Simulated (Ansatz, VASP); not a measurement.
**LiF: VASP beside Ansatz**

Contents of INCAR:

```
PREC     = Accurate       # precision mode
ENCUT    = 520            # plane-wave cutoff, eV
EDIFF    = 1E-6           # SCF threshold, eV
ISMEAR   = 0              # smearing method
SIGMA    = 0.05           # smearing width, eV
LREAL    = F              # projectors in reciprocal space
LASPH    = T              # aspherical terms in the spheres
NELM     = 80             # most SCF steps
ALGO     = Normal         # electronic algorithm
ISIF     = 2              # what is computed and relaxed
LWAVE    = F              # write WAVECAR
LCHARG   = F              # write CHGCAR
GGA      = PS             # functional
NBANDS   = 18             # bands
```

File KPOINTS:

```
regular mesh
0
Gamma
  9 9 6
```

POSCAR

```
LiF
1.0
    2.8160646321      0.0000000000      0.0000000000
   -1.4080323160      2.4387835101      0.0000000000
    0.0000000000      0.0000000000      4.8073245700
Li F
2 2
Direct
    0.3333333333      0.6666666667      0.3811542600
    0.6666666667      0.3333333333      0.8811542600
    0.3333333333      0.6666666667      0.9938437400
    0.6666666667      0.3333333333      0.4938437400
```

Input for Ansatz:

```yaml
crystal:
  lattice:
    - [2.8160646321, 0.0, 0.0]
    - [-1.408032316, 2.4387835101, 0.0]
    - [0.0, 0.0, 4.80732457]
  atoms:
    - { symbol: Li, position: [0.3333333333, 0.6666666667, 0.38115426] }
    - { symbol: Li, position: [0.6666666667, 0.3333333333, 0.88115426] }
    - { symbol: F, position: [0.3333333333, 0.6666666667, 0.99384374] }
    - { symbol: F, position: [0.6666666667, 0.3333333333, 0.49384374] }
basis:
  ecutwfc: 420
kpoints:
  mp_grid: { grid: [9, 9, 6] }
hamiltonian:
  xc: pbesol
scf:
  occupations: { method: gaussian, width: 0.05 }
output:
  forces: true
  stress: true
  eigenvalues: true
```

Change from the starting cell: strain -0.080 along x and y, +0.000 along z, atoms carried along.

Alike in both runs: task single point; functional PBEsol; k mesh 9 × 9 × 6; occupations gaussian, width 0.05 eV; no spin polarisation.

|  | VASP | Ansatz |
| --- | --- | --- |
| version | VASP 6.6.1 | Ansatz 0.2.0 |
| potentials or method | VASP PAW PBE potentials, release 64 (Li_sv, F), cutoff 520 eV | scalar-relativistic, plane waves, PAW |
| valence electrons in the cell | 20 | 20 |

```tsv
	VASP	Ansatz	Ansatz less VASP
gap on the k mesh at the Fermi level (eV)	8.77	8.78	+0.017
least direct gap on the mesh (eV)	8.77	8.78	+0.017
rms of the force components (eV/Å)	0.324	0.306	-0.0181
```

VASP's potentials were made for PBE, not for PBEsol. Atom by atom the forces differ by 0.018 eV/Å (rms over components). With one functional, cell and mesh, what is left measures potentials, basis and numerics.

Noted on VASP's run: the cutoff is short for stress, so the pressure is rough.
